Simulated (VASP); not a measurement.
Here is a VASP 6.6.1 calculation.

Contents of INCAR:

```
  ALGO = Normal
  EDIFF = 1E-6
  ENCUT = 520
  GGA = PS
  ISIF = 2
  ISMEAR = -1
  IVDW = 13
  LASPH = T
  LCHARG = F
  LREAL = F
  LWAVE = F
  NBANDS = 14
  NELM = 80
  PREC = Accurate
  SIGMA = 0.05
```

Contents of KPOINTS:

```
k-points
0
Gamma
  8 8 5
```

POSCAR

```
Na
1.0
    3.7314616830      0.0000000000      0.0000000000
   -1.8657308415      3.2315406107      0.0000000000
    0.0000000000      0.0000000000      5.9864944471
Na
2
Direct
    0.6666666667      0.3333333333      0.7500000000
    0.3333333333      0.6666666667      0.2500000000
```

Potentials or basis: VASP PAW PBE potentials, release 64 (Na_pv).

Launch:

```console
$ cat potpaw_PBE.64/Na_pv/POTCAR > POTCAR
$ mpirun -np 1 vasp_std > vasp.out
```

**Question.** Estimate the dispersion energy per atom.

**Answer.** -0.008 eV.

**Question.** Estimate the pressure.

**Answer.** 0.0 GPa.

**Question.** What does it give for the band gap on the k mesh?

**Answer.** Zero (band 7 reaches 1.81 eV, above the bottom of band 8 at -1.41 eV).

Caveat: the PAW data sets were made with another functional, which shifts forces and pressure a little; pairwise dispersion overbinds metals, which lowers pressure and volume.
